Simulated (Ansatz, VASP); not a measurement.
# MgO: VASP beside Ansatz

```
Mg O
1.0
    -0.00861    2.28184    2.28184
     2.28184   -0.00861    2.28184
     2.28184    2.28184   -0.00861
Mg O
1 1
Cartesian
  -0.0015 -0.0015 -0.0015
  1.1403 1.1403 1.1403
```

Change from the starting cell: epitaxial_111 strain +0.4%.

Alike in both runs: task single point; functional HSE06; k mesh 6 × 6 × 6; no spin polarisation.

|  | VASP | Ansatz |
| --- | --- | --- |
| version | VASP 6.6.1 | Ansatz 0.2.0 |
| potentials or method | VASP PAW PBE potentials, release 64 (Mg, O) | plane waves, PAW |
| plane-wave cutoff (eV) | 520 | 420 |
| occupations | gaussian, width 0.01 eV | fixed |
| valence electrons in the cell | 8 | 16 |

```csv
,VASP,Ansatz,Ansatz less VASP
gap on the k mesh at the Fermi level (eV),5.19,5.21,+0.028
pressure (GPa),-0.8,-0.7,+0.10
"traceless stress, the component that is largest in VASP (GPa)",0.33,0.33,-0.005
```

VASP's potentials hold 8 valence electrons a cell and Ansatz's 16, so a difference there can come from the potentials and not from the codes. Ansatz's warnings: stress exchange threshold loose, stress scf threshold loose.
